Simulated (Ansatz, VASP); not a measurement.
## Ta4C3: VASP beside Ansatz

File INCAR:

```
SYSTEM = Ta4C3
PREC     = Accurate       ! precision mode
ENCUT    = 520            ! plane-wave cutoff, eV
EDIFF    = 1E-6           ! SCF threshold, eV
ISMEAR   = 0              ! smearing method
SIGMA    = 0.15           ! smearing width, eV
LREAL    = .False.        ! projectors in reciprocal space
LASPH    = .True.         ! aspherical terms in the spheres
NELM     = 100            ! most SCF steps
ALGO     = Normal         ! electronic algorithm
ISIF     = 2              ! what is computed and relaxed
LWAVE    = .False.        ! write WAVECAR
LCHARG   = .False.        ! write CHGCAR
GGA      = PS             ! functional
NBANDS   = 37             ! bands
```

KPOINTS

```
regular mesh
0
Gamma
  10 10 10
  0 0 0
```

The input POSCAR:

```
Ta4C3
1.0
    4.0503940292      0.0000000000      0.0000000000
    0.0000000000      4.0503940292      0.0000000000
    0.0000000000      0.0000000000      4.5787062939
Ta C
4 3
Direct
    0.0000000000      0.5000000000      0.5000000000
    0.5000000000      0.0000000000      0.5000000000
    0.5000000000      0.5000000000      0.0000000000
    0.0000000000      0.0000000000      0.0000000000
    0.5000000000      0.0000000000      0.0000000000
    0.0000000000      0.5000000000      0.0000000000
    0.0000000000      0.0000000000      0.5000000000
```

Input for Ansatz:

```yaml
crystal:
  lattice:
    - [4.0503940292, 0.0, 0.0]
    - [0.0, 4.0503940292, 0.0]
    - [0.0, 0.0, 4.5787062939]
  atoms:
    - { symbol: Ta, position: [0.0, 0.5, 0.5] }
    - { symbol: Ta, position: [0.5, 0.0, 0.5] }
    - { symbol: Ta, position: [0.5, 0.5, 0.0] }
    - { symbol: Ta, position: [0.0, 0.0, 0.0] }
    - { symbol: C, position: [0.5, 0.0, 0.0] }
    - { symbol: C, position: [0.0, 0.5, 0.0] }
    - { symbol: C, position: [0.0, 0.0, 0.5] }
basis:
  ecutwfc: 420
kpoints:
  mp_grid: { grid: [10, 10, 10] }
hamiltonian:
  xc: pbesol
scf:
  occupations: { method: gaussian, width: 0.15 }
output:
  forces: true
  stress: true
  eigenvalues: true
```

Change from the starting cell: strain -0.080 along x and y, +0.040 along z, atoms carried along.

Alike in both runs: task single point; functional PBEsol; k mesh 10 × 10 × 10; occupations gaussian, width 0.15 eV; no spin polarisation.

|  | VASP | Ansatz |
| --- | --- | --- |
| version | VASP 6.6.1 | Ansatz 0.2.0 |
| potentials or method | VASP PAW PBE potentials, release 64 (Ta_pv, C), cutoff 520 eV | scalar-relativistic, plane waves, PAW |
| valence electrons in the cell | 56 | 64 |

Ansatz gave:

| Quantity | Value |
| --- | --- |
| gap on the k mesh at the Fermi level (eV) | none |
| pressure (GPa) | 62.6 |
| traceless stress, the component that is largest in VASP (GPa) | -62.64 |

Q: What did VASP give for the same quantities?

A: gap on the k mesh at the Fermi level (eV): none; pressure (GPa): 64.1; traceless stress, the component that is largest in VASP (GPa): -63.22.

VASP's potentials were made for PBE, not for PBEsol. A gap of «none» marks a metal or a gap that the smearing closes. Both programs put the cell under a high pressure, so it lies far from rest at this level. The functional is the same, so the differences come from potentials, cutoffs and numerics. VASP's potentials hold 56 valence electrons a cell and Ansatz's 64, so a difference there can come from the potentials and not from the codes.

Spin-orbit coupling is off throughout. Noted on VASP's run: the cell as given lies far from equilibrium.
